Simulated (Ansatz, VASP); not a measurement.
**One calculation of HPt6, two programs**

```xyz
14
Lattice="5.6143 0.0000 0.0000 0.0000 5.6143 0.0000 0.0000 0.0000 21.8514" Properties=species:S:1:pos:R:3 pbc="T T T"
Pt    1.4036    1.4036    4.0000
Pt    1.4036    4.2107    4.0000
Pt    4.2107    1.4036    4.0000
Pt    4.2107    4.2107    4.0000
Pt    0.0000    0.0000    5.9264
Pt    0.0000    2.8072    5.9264
Pt    2.8072    0.0000    5.9264
Pt    2.8072    2.8072    5.9264
Pt    1.4036    1.4036    7.8514
Pt    1.4036    4.2107    7.8514
Pt    4.2107    1.4036    7.8514
Pt    4.2107    4.2107    7.8514
H    -0.4595    0.0000   10.4514
H     0.4595    0.0000   10.4514
```

Alike in both runs: task single point; functional PBE; k mesh 5 × 5 × 1; occupations gaussian, width 0.1 eV; no spin polarisation.

```csv
,VASP,Ansatz
version,VASP 6.6.1,Ansatz 0.2.0
potentials or method,"VASP PAW PBE potentials, release 64 (Pt, H), cutoff 520 eV","scalar-relativistic, plane waves, PAW"
valence electrons in the cell,122,218
```

```csv
,VASP,Ansatz,Ansatz less VASP
gap on the k mesh at the Fermi level (eV),none,none,-
rms of the force components (eV/Å),0.725,0.725,+0.0001
"work function, face that differs most (eV)",5.69,5.69,+0.002
```

Atom by atom the forces differ by 0.008 eV/Å (rms over components). A gap of «none» marks a metal or a gap that the smearing closes. VASP's potentials hold 122 valence electrons a cell and Ansatz's 218, so a difference there can come from the potentials and not from the codes.

Spin-orbit coupling is off throughout.
